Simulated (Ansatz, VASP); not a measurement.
Be2ZnSe3: VASP beside Ansatz

```
CELL_PARAMETERS angstrom
6.94541 0.00000 0.00000
-3.47270 6.01490 0.00000
0.00000 0.00000 2.83432
ATOMIC_POSITIONS crystal
Be 0.33333 0.66667 0.00000
Be 0.66667 0.33333 0.00000
Zn 0.00000 0.00000 0.00000
Se 0.50000 0.00000 0.50000
Se 0.50000 0.50000 0.50000
Se 0.00000 0.50000 0.50000
```

Change from the starting cell: species swapped into the LuB2Os3 type (P6/mmm, No. 191).

Alike in both runs: task relaxation of cell and atoms; functional PBE; k mesh 6 × 6 × 14; occupations gaussian, width 0.1 eV; no spin polarisation.

|  | VASP | Ansatz |
| --- | --- | --- |
| version | VASP 6.6.1 | Ansatz 0.2.0 |
| potentials or method | VASP PAW PBE potentials, release 64 (Be, Zn, Se), cutoff 600 eV | scalar-relativistic, plane waves, PAW |
| valence electrons in the cell | 34 | 64 |

|  | VASP | Ansatz | Ansatz less VASP |
| --- | --- | --- | --- |
| gap on the k mesh at the Fermi level, each at its own relaxed structure (eV) | none | none | - |
| relaxed volume (Å³/atom) | 19.72 | 19.72 | +0.002 |
| relaxed cell length with the largest relative difference (Å) | 2.827 | 2.826 | -0.0007 |

A gap of «none» marks a metal or a gap that the smearing closes. VASP's potentials hold 34 valence electrons a cell and Ansatz's 64, so a difference there can come from the potentials and not from the codes.
